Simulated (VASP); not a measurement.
Runs of VASP 6.6.1 on MnO2. The structure is that of space group P-3m1 (No. 164), or close to it. The cells are those of the table. 

```csv
potentials or basis,spin,cell,k mesh,cutoff (eV),second run,gap on the mesh (eV),pressure (GPa),moment (μB),largest force (eV/Å)
"VASP PAW PBE potentials, release 64 (Mn_pv, O)","non-collinear, typed start, SOC","a = 2.920, b = 2.920, c = 5.507 Å, angles 90.0, 90.0, 120.0°, 3 atoms",5 × 5 × 3,520,-,-,0.3,3.00,0.07
"VASP PAW PBE potentials, release 64 (Mn_sv, O)","collinear, ferromagnetic start","a = 2.920, b = 2.920, c = 5.507 Å, angles 90.0, 90.0, 120.0°, 3 atoms",6 × 6 × 4,600,valence_matched,(a),(b),3.00,0.06
"VASP PAW PBE potentials, release 64 (Mn_pv, O)","collinear, ferromagnetic start","a = 2.920, b = 2.920, c = 5.507 Å, angles 90.0, 90.0, 120.0°, 3 atoms",6 × 6 × 4,520,-,1.92,0.4,3.00,0.09
"VASP PAW PBE potentials, release 64 (Mn_pv, O)","collinear, ferrimagnetic start","a = 2.921, b = 2.921, c = 5.725 Å, angles 90.0, 90.0, 120.0°, 3 atoms",10 × 10 × 6,520,-,1.89,0.3,3.00,0.09
```

Alike in all rows: task single point; level PBE+U; Mn d U = 3.9 eV; smearing gaussian 0.05 eV.

Problem. Fill in the values left out.

Solution. (a) 2.06; (b) -2.3.

Caveats: some runs use coarse meshes; a cell with one magnetic atom can't hold antiferromagnetic order, which such compounds often take.

A k mesh can miss the band edges.

The runs don't all hold the same shells in valence.
